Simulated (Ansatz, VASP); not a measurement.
# SnO2: VASP beside Ansatz

Contents of INCAR:

```
SYSTEM = SnO2
PREC     = Accurate       ! precision mode
ENCUT    = 520            ! plane-wave cutoff, eV
EDIFF    = 1E-6           ! SCF threshold, eV
ISMEAR   = 0              ! smearing method
SIGMA    = 0.05           ! smearing width, eV
LREAL    = .False.        ! projectors in reciprocal space
LASPH    = .True.         ! aspherical terms in the spheres
NELM     = 80             ! most SCF steps
ALGO     = Normal         ! electronic algorithm
ISIF     = 2              ! what is computed and relaxed
LWAVE    = .False.        ! write WAVECAR
LCHARG   = .False.        ! write CHGCAR
GGA      = PS             ! functional
NBANDS   = 20             ! bands
```

Contents of KPOINTS:

```
Automatic mesh
0
Gamma
  12 12 12
  0 0 0
```

The input POSCAR:

```
SnO2
1.0
    1.6321500000      0.9423222419      4.5279666667
   -1.6321500000      0.9423222419      4.5279666667
    0.0000000000     -1.8846444837      4.5279666667
Sn O
1 2
Direct
    0.5000000000      0.5000000000      0.5000000000
    0.2414378084      0.2414378084      0.2414378084
    0.7585621916      0.7585621916      0.7585621916
```

Input for Ansatz:

```yaml
crystal:
  lattice:
    - [1.63215, 0.9423222419, 4.5279666667]
    - [-1.63215, 0.9423222419, 4.5279666667]
    - [0.0, -1.8846444837, 4.5279666667]
  atoms:
    - { symbol: Sn, position: [0.5, 0.5, 0.5] }
    - { symbol: O, position: [0.2414378084, 0.2414378084, 0.2414378084] }
    - { symbol: O, position: [0.7585621916, 0.7585621916, 0.7585621916] }
basis:
  ecutwfc: 520.0
kpoints:
  mp_grid: { grid: [12, 12, 12] }
hamiltonian:
  xc: pbesol
  pseudopotentials: { kind: paw, azcp: { folder: soft_1 } }
scf:
  occupations: { method: gaussian, width: 0.05 }
output:
  forces: true
  stress: true
  eigenvalues: true
  write_density: true
  write_potential: true
  elf: true
  volumetric_format: npy
```

Alike in both runs: task single point; functional PBEsol; k mesh 12 × 12 × 12; occupations gaussian, width 0.05 eV; no spin polarisation.

|  | VASP | Ansatz |
| --- | --- | --- |
| version | VASP 6.6.1 | Ansatz 0.2.0 |
| potentials or method | VASP PAW PBE potentials, release 64 (Sn_d, O), cutoff 520 eV | scalar-relativistic, plane waves, PAW |
| valence electrons in the cell | 26 | 26 |

|  | VASP | Ansatz | Ansatz less VASP |
| --- | --- | --- | --- |
| gap on the k mesh at the Fermi level (eV) | 1.44 | 1.46 | +0.018 |
| least direct gap on the mesh (eV) | 1.46 | 1.48 | +0.016 |
| pressure (GPa) | -7.5 | -8.1 | -0.58 |
| traceless stress, the component that is largest in VASP (GPa) | 2.32 | 2.73 | +0.410 |
| rms of the force components (eV/Å) | 0.261 | 0.285 | +0.0248 |

VASP's potentials were made for PBE, not for PBEsol, and Ansatz warns of the same on its side. Atom by atom the forces differ by 0.025 eV/Å (rms over components).
